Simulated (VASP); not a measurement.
# MgO (P6_3/mmc) in VASP: single point with LDA

Aim: the single point of MgO with LDA.

All numbers are computed with VASP 6.6.1; they aren't measurements. Logs are shortened: lines on timing, memory, paths and dates and some standing lists are left out, and cuts for length are marked.

## Step 1: The cell of the first run

Symmetry: P6_3/mmc, No. 194, hexagonal system. Conventional cell: a = 3.486 Å, b = 3.486 Å, c = 4.178 Å, α = 90.00°, β = 90.00°, γ = 120.00°. Mg (site symmetry -6m2) has 5 O at 2.01 to 2.09 Å within 2.7 Å. Within 2.7 Å of O (site symmetry -6m2) lie 5 Mg at 2.01 to 2.09 Å.

## Step 2: Single point, LDA

Input file INCAR:

```
PREC = Accurate
ENCUT = 840
EDIFF = 1E-6
ISMEAR = 0
SIGMA = 0.1
LREAL = F
LASPH = T
NELM = 120
ALGO = Normal
ISIF = 2
LWAVE = F
LCHARG = F
GGA = CA
NBANDS = 24
GGA_COMPAT = F
```

Input file KPOINTS:

```
Automatic mesh
0
Gamma
  6 6 4
```

Input file POSCAR:

```
MgO
1.0
    3.4863778627      0.0000000000      0.0000000000
   -1.7431889314      3.0192917963      0.0000000000
    0.0000000000      0.0000000000      4.1780412200
Mg O
2 2
Direct
    0.6666666700      0.3333333300      0.7500000000
    0.3333333300      0.6666666700      0.2500000000
    0.6666666700      0.3333333300      0.2500000000
    0.3333333300      0.6666666700      0.7500000000
```

Potentials or basis: VASP PAW LDA potentials, release 64 (Mg_sv, O).

Launch:

```bash
$ cat potpaw_LDA.64/Mg_sv/POTCAR potpaw_LDA.64/O/POTCAR > POTCAR
$ mpirun -np 1 vasp_std > vasp.out
```

OUTCAR:

```text
PREC = Accurate
   ENCUT = 840
   EDIFF = 1E-6
   ISMEAR = 0
   LREAL = F
   LASPH = T
   NELM = 120
   ISIF = 2
   GGA = CA

 ion  position               nearest neighbor table
   1  0.667  0.333  0.750-   4 2.01   4 2.01   4 2.01   3 2.09   3 2.09
   2  0.333  0.667  0.250-   3 2.01   3 2.01   3 2.01   4 2.09   4 2.09
   3  0.667  0.333  0.250-   2 2.01   2 2.01   2 2.01   1 2.09   1 2.09
   4  0.333  0.667  0.750-   1 2.01   1 2.01   1 2.01   2 2.09   2 2.09

  LATTYP: Found a hexagonal cell.
 ALAT       =     3.4863778627
 C/A-ratio  =     1.1983902447

  Lattice vectors:

 A1 = (   3.4863778627,   0.0000000000,   0.0000000000)
 A2 = (  -1.7431889314,   3.0192917963,   0.0000000000)
 A3 = (   0.0000000000,   0.0000000000,   4.1780412200)

Analysis of symmetry for initial positions (statically):
=====================================================================
 Subroutine PRICEL returns:
 Original cell was already a primitive cell.

 Routine SETGRP: Setting up the symmetry group for a
 hexagonal supercell.

 Subroutine GETGRP returns: Found 24 space group operations
 (whereof 12 operations were pure point group operations)
 out of a pool of 24 trial point group operations.

The static configuration has the point symmetry D_3d.
 The point group associated with its full space group is D_6h.

Analysis of symmetry for dynamics (positions and initial velocities):
=====================================================================
 Subroutine PRICEL returns:
 Original cell was already a primitive cell.

 Routine SETGRP: Setting up the symmetry group for a
 hexagonal supercell.

 Subroutine GETGRP returns: Found 24 space group operations
 (whereof 12 operations were pure point group operations)
 out of a pool of 24 trial point group operations.

The dynamic configuration has the point symmetry D_3d.
 The point group associated with its full space group is D_6h.

 Subroutine INISYM returns: Found 24 space group operations
 (whereof 12 operations are pure point group operations),
 and found     1 'primitive' translations

----------------------------------------------------------------------------------------

                                     Primitive cell

  volume of cell :      43.9797

  direct lattice vectors                    reciprocal lattice vectors
     3.486377863  0.000000000  0.000000000     0.286830642  0.165601748  0.000000000
    -1.743188931  3.019291796  0.000000000     0.000000000  0.331203497  0.000000000
     0.000000000  0.000000000  4.178041220     0.000000000  0.000000000  0.239346609

  length of vectors
     3.486377863  3.486377863  4.178041220     0.331203497  0.331203497  0.239346609

  position of ions in fractional coordinates (direct lattice)
     0.666666670  0.333333330  0.750000000
     0.333333330  0.666666670  0.250000000
     0.666666670  0.333333330  0.250000000
     0.333333330  0.666666670  0.750000000

  ion indices of the primitive-cell ions
   primitive index   ion index
                 1           1
                 2           2
                 3           3
                 4           4

----------------------------------------------------------------------------------------

 KPOINTS: Automatic mesh

Automatic generation of k-mesh.
 Grid dimensions read from file:
 generate k-points for:    6    6    4

 Generating k-lattice:

  Cartesian coordinates                     Fractional coordinates (reciprocal lattice)
     0.047805107  0.027600291  0.000000000     0.166666667  0.000000000  0.000000000
     0.000000000  0.055200583  0.000000000     0.000000000  0.166666667  0.000000000
     0.000000000  0.000000000  0.059836652     0.000000000  0.000000000  0.250000000

  Length of vectors
     0.055200583  0.055200583  0.059836652

  Shift w.r.t. Gamma in fractional coordinates (k-lattice)
     0.000000000  0.000000000  0.000000000

 Subroutine IBZKPT returns following result:
 ===========================================

 Found     21 irreducible k-points:

 Following reciprocal coordinates:
            Coordinates               Weight
  0.000000  0.000000  0.000000      1.000000
  0.166667 -0.000000  0.000000      6.000000
  0.333333  0.000000  0.000000      6.000000
  0.500000 -0.000000  0.000000      3.000000
  0.166667  0.166667  0.000000      6.000000
  0.333333  0.166667  0.000000     12.000000
[... 13 lines left out ...]
  0.333333  0.166667  0.500000     12.000000
  0.333333  0.333333  0.500000      2.000000
   k-points           NKPTS =     21   k-points in BZ     NKDIM =     21   number of bands    NBANDS=     24
   number of dos      NEDOS =    301   number of ions     NIONS =      4
   total plane-waves  NPLWV =  51840
   dimension x,y,z NGX =    36 NGY =   36 NGZ =   40
   dimension x,y,z NGXF=    72 NGYF=   72 NGZF=   80
   ions per type =               2   2
   NGX,Y,Z   is equivalent  to a cutoff of  17.17, 17.17, 15.92 a.u.
   NGXF,Y,Z  is equivalent  to a cutoff of  34.33, 34.33, 31.83 a.u.
 SYSTEM =  unknown system
   PREC   = accura    normal or accurate (medium, high low for compatibility)
   ISTART =      0    job   : 0-new  1-cont  2-samecut
   ICHARG =      2    charge: 1-file 2-atom 10-const
   ISPIN  =      1    spin polarized calculation?
   LNONCOLLINEAR =      F non collinear calculations
   LSORBIT =      F    spin-orbit coupling
   LASPH  =      T    aspherical Exc in radial PAW
   ENCUT  =  840.0 eV  61.74 Ry    7.86 a.u.   8.24  8.24  9.87*2*pi/ulx,y,z
   NELM   =    120;   NELMIN=  2; NELMDL= -5     # of ELM steps
   EDIFF  = 0.1E-05   stopping-criterion for ELM
   LREAL  =      F    real-space projection
   EDIFFG = 0.1E-04   stopping-criterion for IOM
   NSW    =      0    number of steps for IOM
   IBRION =     -1    ionic relax: 0-MD 1-quasi-New 2-CG
   NFREE  =      0    steps in history (QN), initial steepest desc. (CG)
   ISIF   =      2    stress and relaxation
   ISYM   =      2    0-nonsym 1-usesym 2-fastsym
   POTIM  = 0.5000    time-step for ionic-motion
   TEBEG  =    0.0;   TEEND  =   0.0 temperature during run
   PSTRESS=    0.0 pullay stress
   NELECT =      32.0000    total number of electrons
   NUPDOWN=      -1.0000    fix difference up-down
   EMIN   =  10.00;   EMAX   =-10.00  energy-range for DOS
   EFERMI =   0.00;   METHOD = LEGACY
   ISMEAR =     0;   SIGMA  =   0.10  broadening in eV -4-tet -1-fermi 0-gaus
   EFERMI_NEDOS =   21; number of points for ismear=-14 and -15
   IALGO  =     38    algorithm
   IMIX   =      4    mixing-type and parameters
     AMIX     =   0.40;   BMIX     =  1.00
     AMIX_MAG =   1.60;   BMIX_MAG =  1.00
  volume/ion in A,a.u.               =      10.99        74.20
  Fermi-wavevector in a.u.,A,eV,Ry     =   1.472451  2.782528 29.498938  2.168111
  Thomas-Fermi vector in A             =   2.587464
   LORBIT       =      0    0 simple, 1 ext, 2 COOP (PROOUT), +10 PAW based schemes
   GGA     = CA    functional components
   LHFCALC =     F    Hartree Fock is set to
   AEXX    =    0.0000 exact exchange contribution
   IVDW    =     0    specifies the selected vdW correction
   LEPSILON=     F    determine dielectric tensor
   LRPA    =     F    only Hartree local field effects (RPA)
 non-spin polarized calculation
 Gauss-broadening in eV      SIGMA  =   0.10
  energy-cutoff  :      840.00
  volume of cell :       43.98
 maximum number of plane-waves:      2468
 NGX is ok and might be reduce to    36
   NGX = 17   NGY = 17   NGZ = 19

 number of electron      32.0000012 magnetization

 Free energy of the ion-electron system (eV)
  ---------------------------------------------------
  ext. energy  EPLUGINS =         0.00000000
  ---------------------------------------------------
  free energy    TOTEN  =       -26.14064049 eV

  energy without entropy =      -26.14064049  energy(sigma->0) =      -26.14064049

 E-fermi :   2.0587     XC(G=0): -10.8901

 val. band max:        1.4230686722   @ k =   0.0000   0.0000   0.0000
 cond. band min:       4.7644812739   @ k =   0.0000   0.0000   0.0000
 fundamental gap:      3.3414126017
 Fermi energy:         2.0587054679

 k-point     1 :       0.0000    0.0000    0.0000
  band No.  band energies     occupation
      1     -69.8739      2.00000
      2     -69.8598      2.00000
      3     -37.4044      2.00000
      4     -37.3827      2.00000
      5     -37.3827      2.00000
      6     -37.3542      2.00000
[... 16 lines left out ...]
     23      16.7867      0.00000
     24      16.7902      0.00000

 k-point     2 :       0.1667   -0.0000    0.0000
  band No.  band energies     occupation
      1     -69.8728      2.00000
      2     -69.8607      2.00000
      3     -37.3994      2.00000
      4     -37.3862      2.00000
      5     -37.3853      2.00000
      6     -37.3596      2.00000
[... 16 lines left out ...]
     23      15.7886      0.00000
     24      16.0032      0.00000

 k-point     3 :       0.3333    0.0000    0.0000
  band No.  band energies     occupation
      1     -69.8703      2.00000
      2     -69.8624      2.00000
      3     -37.3928      2.00000
      4     -37.3897      2.00000
      5     -37.3865      2.00000
      6     -37.3704      2.00000
[... 16 lines left out ...]
     23      15.2703      0.00000
     24      15.8629      0.00000
[... 433 lines left out ...]
 k-point    20 :       0.3333    0.1667    0.5000
  band No.  band energies     occupation
      1     -69.8661      2.00000
      2     -69.8661      2.00000
      3     -37.4121      2.00000
      4     -37.4121      2.00000
      5     -37.3746      2.00000
      6     -37.3746      2.00000
[... 16 lines left out ...]
     23      17.2345      0.00000
     24      17.2345      0.00000

 k-point    21 :       0.3333    0.3333    0.5000
  band No.  band energies     occupation
      1     -69.8661      2.00000
      2     -69.8661      2.00000
      3     -37.4139      2.00000
      4     -37.4139      2.00000
      5     -37.3776      2.00000
      6     -37.3776      2.00000
[... 16 lines left out ...]
     23      18.7244      0.00000
     24      18.7244      0.00000

------------------------ aborting loop because EDIFF is reached ----------------------------------------

  FORCE on cell =-STRESS in cart. coord.  units (eV):
  Direction    XX          YY          ZZ          XY          YZ          ZX
  --------------------------------------------------------------------------------------
  -------------------------------------------------------------------------------------
  Total       -0.9508057     -0.9508057     -1.0087181      0.0000000      0.0000000      0.0000000
  in kB      -34.6377821    -34.6377821    -36.7475280      0.0000000      0.0000000      0.0000000
  external PRESSURE =     -35.3410307 kB  Pullay stress =       0.0000000 kB

 VOLUME and BASIS-vectors are now :
 -----------------------------------------------------------------------------
  energy-cutoff  :      840.00
  volume of cell :       43.98
      direct lattice vectors                 reciprocal lattice vectors
     3.486377863  0.000000000  0.000000000     0.286830642  0.165601748  0.000000000
    -1.743188931  3.019291796  0.000000000     0.000000000  0.331203497  0.000000000
     0.000000000  0.000000000  4.178041220     0.000000000  0.000000000  0.239346609

 POSITION                                       TOTAL-FORCE (eV/Angst)
 -----------------------------------------------------------------------------------
      1.74319      1.00643      3.13353         0.000000      0.000000      0.000000
     -0.00000      2.01286      1.04451        -0.000000      0.000000      0.000000
      1.74319      1.00643      1.04451        -0.000000      0.000000      0.000000
     -0.00000      2.01286      3.13353         0.000000     -0.000000      0.000000
 -----------------------------------------------------------------------------------
    total drift:                               -0.000005      0.000003     -0.000000

  FREE ENERGIE OF THE ION-ELECTRON SYSTEM (eV)
  ---------------------------------------------------
  free  energy   TOTEN  =       -26.1406404861 eV

  energy  without entropy=      -26.1406404861  energy(sigma->0) =      -26.14064049
```

It took 27 s on 1 thread of Intel Xeon Platinum 8259CL at 2.50GHz (Skylake/Cascade Lake), shared host; peak memory 0.19 GiB.

What came out:

```yaml
Free_energy: -26.1406 eV
Pressure: -3.5 GPa
Band_gap_on_the_k_mesh: 3.34 eV
```

Levels at points of the mesh, in eV from the valence-band top:
```tsv
k point	band 12	band 13	band 14	band 15	band 16	band 17	band 18	band 19	band 20	band 21
(0.00, 0.00, 0.00)	-1.75	-1.75	-0.81	-0.81	0.00	3.34	9.26	12.07	12.27	12.27
(0.50, 0.00, 0.00)	-2.40	-2.37	-1.99	-1.32	-0.52	6.82	8.93	9.67	11.88	12.74
(0.00, 0.00, 0.50)	-2.46	-1.30	-1.30	-1.30	-1.30	6.34	6.34	12.63	12.63	12.63
(0.50, 0.00, 0.50)	-3.94	-1.55	-1.55	-0.83	-0.83	7.15	7.15	11.79	11.79	13.84
```

Caveat: the cell stands under tension.
